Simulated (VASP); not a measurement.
# Li (a cell with a defect) in VASP: relaxation of the atoms with PBE+D3(BJ)

Aim: the relaxation of the atoms of Li (a cell with a defect) with PBE+D3(BJ).

Program: VASP 6.6.1. These are calculated values, not measurements. Logs are shortened: lines on timing, memory, paths and dates and some standing lists are left out, and cuts for length are marked.

**1. The cell of the first run**

The cell holds a defect, 17 atoms: a = 6.980 Å, b = 6.980 Å, c = 6.980 Å, α = 90.00°, β = 90.00°, γ = 90.00°.

**2. Relaxation of the atoms, PBE+D3(BJ)**

Input file INCAR:

```
  ALGO = Normal
  EDIFF = 1E-6
  EDIFFG = -0.03
  ENCUT = 520
  GGA = PE
  IBRION = 2
  ISIF = 2
  ISMEAR = 0
  IVDW = 12
  LASPH = T
  LCHARG = F
  LREAL = Auto
  LWAVE = F
  NELM = 100
  NSW = 80
  PREC = Accurate
  SIGMA = 0.15
```

Input file KPOINTS:

```
k-points
0
Gamma
  3 3 3
```

Input file POSCAR:

```
Li
1.0
    6.9800000000      0.0000000000      0.0000000000
    0.0000000000      6.9800000000      0.0000000000
    0.0000000000      0.0000000000      6.9800000000
Li
17
Direct
    0.0000000000      0.0000000000      0.0000000000
    0.5000000000      0.0000000000      0.0000000000
    0.0000000000      0.5000000000      0.0000000000
    0.0000000000      0.0000000000      0.5000000000
    0.2500000000      0.2500000000      0.2500000000
    0.5000000000      0.5000000000      0.0000000000
    0.5000000000      0.0000000000      0.5000000000
    0.7500000000      0.2500000000      0.2500000000
    0.0000000000      0.5000000000      0.5000000000
    0.2500000000      0.7500000000      0.2500000000
    0.2500000000      0.2500000000      0.7500000000
    0.5000000000      0.5000000000      0.5000000000
    0.7500000000      0.7500000000      0.2500000000
    0.7500000000      0.2500000000      0.7500000000
    0.2500000000      0.7500000000      0.7500000000
    0.7500000000      0.7500000000      0.7500000000
    0.8787900100     -0.0067189400      0.7485454100
```

Potentials or basis: VASP PAW PBE potentials, release 64 (Li_sv).

Started as:

```bash
cat potpaw_PBE.64/Li_sv/POTCAR > POTCAR
mpirun -np 1 vasp_std > vasp.out
```

OUTCAR:

```text
EDIFF = 1E-6
   EDIFFG = -0.03
   ENCUT = 520
   GGA = PE
   IBRION = 2
   ISIF = 2
   ISMEAR = 0
   IVDW = 12
   LASPH = T
   LREAL = Auto
   NELM = 100
   NSW = 80
   PREC = Accurate
 IVDW          = 12

 ion  position               nearest neighbor table
   1  0.000  0.000  0.000-  17 1.95
   2  0.500  0.000  0.000-
   3  0.000  0.500  0.000-
   4  0.000  0.000  0.500-  17 1.93
   5  0.250  0.250  0.250-
   6  0.500  0.500  0.000-
   7  0.500  0.000  0.500-
   8  0.750  0.250  0.250-
   9  0.000  0.500  0.500-
  10  0.250  0.750  0.250-
  11  0.250  0.250  0.750-
  12  0.500  0.500  0.500-
  13  0.750  0.750  0.250-
  14  0.750  0.250  0.750-  17 2.00
  15  0.250  0.750  0.750-
  16  0.750  0.750  0.750-  17 1.92
  17  0.879  0.993  0.749-  16 1.92   4 1.93   1 1.95  14 2.00

  LATTYP: Found a simple cubic cell.
 ALAT       =     6.9800000000

  Lattice vectors:

 A1 = (   6.9800000000,   0.0000000000,   0.0000000000)
 A2 = (   0.0000000000,   6.9800000000,   0.0000000000)
 A3 = (   0.0000000000,   0.0000000000,   6.9800000000)

Analysis of symmetry for initial positions (statically):
=====================================================================
 Subroutine PRICEL returns:
 Original cell was already a primitive cell.

 Routine SETGRP: Setting up the symmetry group for a
 simple cubic supercell.

 Subroutine GETGRP returns: Found  1 space group operations
 (whereof  1 operations were pure point group operations)
 out of a pool of 48 trial point group operations.

The static configuration has the point symmetry C_1 .

Analysis of symmetry for dynamics (positions and initial velocities):
=====================================================================
 Subroutine PRICEL returns:
 Original cell was already a primitive cell.

 Routine SETGRP: Setting up the symmetry group for a
 simple cubic supercell.

 Subroutine GETGRP returns: Found  1 space group operations
 (whereof  1 operations were pure point group operations)
 out of a pool of 48 trial point group operations.

The dynamic configuration has the point symmetry C_1 .

 Subroutine INISYM returns: Found  1 space group operations
 (whereof  1 operations are pure point group operations),
 and found     1 'primitive' translations

----------------------------------------------------------------------------------------

                                     Primitive cell

  volume of cell :     340.0684

  direct lattice vectors                    reciprocal lattice vectors
     6.980000000  0.000000000  0.000000000     0.143266476  0.000000000  0.000000000
     0.000000000  6.980000000  0.000000000     0.000000000  0.143266476  0.000000000
     0.000000000  0.000000000  6.980000000     0.000000000  0.000000000  0.143266476

  length of vectors
     6.980000000  6.980000000  6.980000000     0.143266476  0.143266476  0.143266476

  position of ions in fractional coordinates (direct lattice)
     0.000000000  0.000000000  0.000000000
     0.500000000  0.000000000  0.000000000
     0.000000000  0.500000000  0.000000000
     0.000000000  0.000000000  0.500000000
     0.250000000  0.250000000  0.250000000
     0.500000000  0.500000000  0.000000000
[... 9 lines left out ...]
     0.750000000  0.750000000  0.750000000
     0.878790010  0.993281060  0.748545410

  ion indices of the primitive-cell ions
   primitive index   ion index
                 1           1
                 2           2
                 3           3
                 4           4
                 5           5
                 6           6
[... 9 lines left out ...]
                16          16
                17          17

----------------------------------------------------------------------------------------

 KPOINTS: k-points

Automatic generation of k-mesh.
 Grid dimensions read from file:
 generate k-points for:    3    3    3

 Generating k-lattice:

  Cartesian coordinates                     Fractional coordinates (reciprocal lattice)
     0.047755492  0.000000000  0.000000000     0.333333333  0.000000000  0.000000000
     0.000000000  0.047755492  0.000000000     0.000000000  0.333333333  0.000000000
     0.000000000  0.000000000  0.047755492     0.000000000  0.000000000  0.333333333

  Length of vectors
     0.047755492  0.047755492  0.047755492

  Shift w.r.t. Gamma in fractional coordinates (k-lattice)
     0.000000000  0.000000000  0.000000000

 Subroutine IBZKPT returns following result:
 ===========================================

 Found     14 irreducible k-points:

 Following reciprocal coordinates:
            Coordinates               Weight
  0.000000  0.000000  0.000000      1.000000
  0.333333  0.000000  0.000000      2.000000
  0.000000  0.333333  0.000000      2.000000
  0.000000  0.000000  0.333333      2.000000
  0.333333  0.333333  0.000000      2.000000
  0.000000  0.333333  0.333333      2.000000
  0.333333  0.000000  0.333333      2.000000
 -0.333333  0.333333  0.000000      2.000000
 -0.333333  0.000000  0.333333      2.000000
  0.000000 -0.333333  0.333333      2.000000
  0.333333  0.333333  0.333333      2.000000
 -0.333333  0.333333  0.333333      2.000000
 -0.333333 -0.333333  0.333333      2.000000
  0.333333 -0.333333  0.333333      2.000000
   k-points           NKPTS =     14   k-points in BZ     NKDIM =     14   number of bands    NBANDS=     34
   number of dos      NEDOS =    301   number of ions     NIONS =     17
   total plane-waves  NPLWV = 157464
   dimension x,y,z NGX =    54 NGY =   54 NGZ =   54
   dimension x,y,z NGXF=   108 NGYF=  108 NGZF=  108
   ions per type =              17
   NGX,Y,Z   is equivalent  to a cutoff of  12.86, 12.86, 12.86 a.u.
   NGXF,Y,Z  is equivalent  to a cutoff of  25.72, 25.72, 25.72 a.u.
 SYSTEM =  unknown system
   PREC   = accura    normal or accurate (medium, high low for compatibility)
   ISTART =      0    job   : 0-new  1-cont  2-samecut
   ICHARG =      2    charge: 1-file 2-atom 10-const
   ISPIN  =      1    spin polarized calculation?
   LNONCOLLINEAR =      F non collinear calculations
   LSORBIT =      F    spin-orbit coupling
   LASPH  =      T    aspherical Exc in radial PAW
   ENCUT  =  520.0 eV  38.22 Ry    6.18 a.u.  12.98 12.98 12.98*2*pi/ulx,y,z
   NELM   =    100;   NELMIN=  2; NELMDL= -5     # of ELM steps
   EDIFF  = 0.1E-05   stopping-criterion for ELM
   LREAL  =      T    real-space projection
   EDIFFG = -.3E-01   stopping-criterion for IOM
   NSW    =     80    number of steps for IOM
   IBRION =      2    ionic relax: 0-MD 1-quasi-New 2-CG
   NFREE  =      1    steps in history (QN), initial steepest desc. (CG)
   ISIF   =      2    stress and relaxation
   ISYM   =      2    0-nonsym 1-usesym 2-fastsym
   POTIM  = 0.5000    time-step for ionic-motion
   TEBEG  =    0.0;   TEEND  =   0.0 temperature during run
   PSTRESS=    0.0 pullay stress
   NELECT =      51.0000    total number of electrons
   NUPDOWN=      -1.0000    fix difference up-down
   EMIN   =  10.00;   EMAX   =-10.00  energy-range for DOS
   EFERMI =   0.00;   METHOD = LEGACY
   ISMEAR =     0;   SIGMA  =   0.15  broadening in eV -4-tet -1-fermi 0-gaus
   EFERMI_NEDOS =   21; number of points for ismear=-14 and -15
   IALGO  =     38    algorithm
   IMIX   =      4    mixing-type and parameters
     AMIX     =   0.40;   BMIX     =  1.00
     AMIX_MAG =   1.60;   BMIX_MAG =  1.00
  volume/ion in A,a.u.               =      20.00       134.99
  Fermi-wavevector in a.u.,A,eV,Ry     =   0.869780  1.643646 10.293044  0.756517
  Thomas-Fermi vector in A             =   1.988651
   LORBIT       =      0    0 simple, 1 ext, 2 COOP (PROOUT), +10 PAW based schemes
   GGA     = PE    functional components
   LHFCALC =     F    Hartree Fock is set to
   AEXX    =    0.0000 exact exchange contribution
   IVDW    =    12    specifies the selected vdW correction
   LEPSILON=     F    determine dielectric tensor
   LRPA    =     F    only Hartree local field effects (RPA)
 conjugate gradient relaxation of ions
 non-spin polarized calculation
 Gauss-broadening in eV      SIGMA  =   0.15
  energy-cutoff  :      520.00
  volume of cell :      340.07
 maximum number of plane-waves:      9180
 NGX is ok and might be reduce to    54
   NGX = 25   NGY = 25   NGZ = 25

--------------------------------------- Ionic step        1  -------------------------------------------

 number of electron      50.9999919 magnetization

 Free energy of the ion-electron system (eV)
  ---------------------------------------------------
  ext. energy  EPLUGINS =         0.00000000
  ---------------------------------------------------
  free energy    TOTEN  =       -30.06276495 eV

  energy without entropy =      -29.94684987  energy(sigma->0) =      -30.00480741

------------------------ aborting loop because EDIFF is reached ----------------------------------------

 Edisp (eV)   -2.92109

 E8    (eV) :    -1.2192

  FORCE on cell =-STRESS in cart. coord.  units (eV):
  Direction    XX          YY          ZZ          XY          YZ          ZX
  --------------------------------------------------------------------------------------
  -------------------------------------------------------------------------------------
  Total      -2.38287    -0.64298    -0.38495     0.23330    -0.00416    -0.04973
  in kB     -11.22653    -3.02929    -1.81363     1.09916    -0.01960    -0.23427
  external pressure =       -5.36 kB  Pullay stress =        0.00 kB
[... 142 lines left out ...]
  FREE ENERGIE OF THE ION-ELECTRON SYSTEM (eV)
  ---------------------------------------------------
  free  energy   TOTEN  =       -34.3446087699 eV

  energy  without entropy=      -34.2186640890  energy(sigma->0) =      -34.28163643

[... ionic steps 4 to 14 ...]

--------------------------------------- Ionic step       15  -------------------------------------------

 number of electron      50.9999983 magnetization

------------------------ aborting loop because EDIFF is reached ----------------------------------------

 Edisp (eV)   -2.91945

 E8    (eV) :    -1.2182
[... 99 lines left out ...]
  energy  without entropy=      -34.4496572562  energy(sigma->0) =      -34.50224319

--------------------------------------- Ionic step       17  -------------------------------------------

 number of electron      50.9999983 magnetization

 Free energy of the ion-electron system (eV)
  ---------------------------------------------------
  ext. energy  EPLUGINS =         0.00000000
  ---------------------------------------------------
  free energy    TOTEN  =       -31.63889189 eV

  energy without entropy =      -31.53590207  energy(sigma->0) =      -31.58739698

 E-fermi :   0.5832     XC(G=0):  -7.0697

 val. band max:        0.4847000499   @ k =   0.3333   0.0000   0.3333
 cond. band min:       0.6383129869   @ k =  -0.3333   0.3333   0.0000
 fundamental gap:      0.1536129370
 Fermi energy:         0.5832370618

 k-point     1 :       0.0000    0.0000    0.0000
  band No.  band energies     occupation
      1     -46.2242      2.00000
      2     -45.9691      2.00000
      3     -45.9636      2.00000
      4     -45.9618      2.00000
      5     -45.9596      2.00000
      6     -45.9156      2.00000
[... 555 lines left out ...]
  FREE ENERGIE OF THE ION-ELECTRON SYSTEM (eV)
  ---------------------------------------------------
  free  energy   TOTEN  =       -34.5582145287 eV

  energy  without entropy=      -34.4552247014  energy(sigma->0) =      -34.50671962

 reached required accuracy - stopping structural energy minimisation
```

Run time: 35 min. Hardware: 1 thread of Intel Xeon 6975P-C (Granite Rapids), shared host; peak memory 0.46 GiB.

What came out:

* Free energy: -34.5582 eV
* Energy gained by relaxing: 92.6 meV/atom
* Ionic steps: 17
* Largest force after relaxing: 0.029 eV/Å
* Band gap on the k mesh: zero (an odd number of electrons rules out a gap without spin polarisation)
* Dispersion energy per atom: -0.172 eV

Forces in eV/Å, atoms in the order of the input:
```
Li  -0.006  0.005 -0.007
Li  -0.001 -0.002  0.008
Li  -0.001  0.002  0.017
Li   0.000  0.005  0.003
Li  -0.023  0.014 -0.002
Li   0.024 -0.008  0.013
Li  -0.002 -0.001 -0.005
Li  -0.007  0.023  0.002
Li   0.000  0.003 -0.017
Li  -0.020 -0.004  0.000
Li   0.007  0.015  0.000
Li   0.024 -0.009 -0.012
Li  -0.009 -0.017  0.001
Li   0.007 -0.017  0.003
Li   0.001 -0.006  0.000
Li   0.011  0.024  0.002
Li  -0.005 -0.026 -0.009
```

The path:
```
step  energy change (eV)  largest force (eV/Å)  pressure (GPa)
   1              0.0000                1.8526           -0.54
   2             -0.5273                1.4000           -0.71
   3             -1.3608                0.3758           -0.95
   4             -1.4158                0.3416           -0.92
   5             -1.4160                0.3519           -0.92
   6             -1.4564                0.2863           -0.95
   7             -1.5275                0.1233           -0.98
   8             -1.5323                0.1505           -0.99
   9             -1.5430                0.1074           -0.99
  10             -1.5540                0.0664           -0.99
  11             -1.5596                0.0395           -0.99
  12             -1.5613                0.0621           -0.99
  13             -1.5643                0.0322           -1.00
  14             -1.5659                0.0640           -1.01
  15             -1.5689                0.0395           -1.01
  16             -1.5710                0.0516           -1.02
  17             -1.5744                0.0290           -1.02
```

Final structure:
```
CELL_PARAMETERS angstrom
6.98000 0.00000 0.00000
0.00000 6.98000 0.00000
0.00000 0.00000 6.98000
ATOMIC_POSITIONS crystal
Li 0.05853 0.00387 0.04633
Li 0.49998 0.00028 0.00443
Li 0.98923 0.50132 0.99049
Li 0.06275 0.00369 0.45073
Li 0.26080 0.27380 0.24982
Li 0.48940 0.49824 0.02374
Li 0.50011 0.00013 0.49572
Li 0.76226 0.24018 0.25076
Li 0.98901 0.50154 0.51018
Li 0.26010 0.72876 0.24926
Li 0.25065 0.25507 0.74999
Li 0.48958 0.49895 0.47739
Li 0.76278 0.76080 0.25064
Li 0.69556 0.29526 0.75107
Li 0.25025 0.74543 0.75027
Li 0.68355 0.69652 0.75188
Li 0.87425 0.98944 0.74583
```

Caveat: the cutoff is under 1.25 times the usual one of these potentials, so pressure, stress and relaxed cells hold a basis-set (Pulay) error.
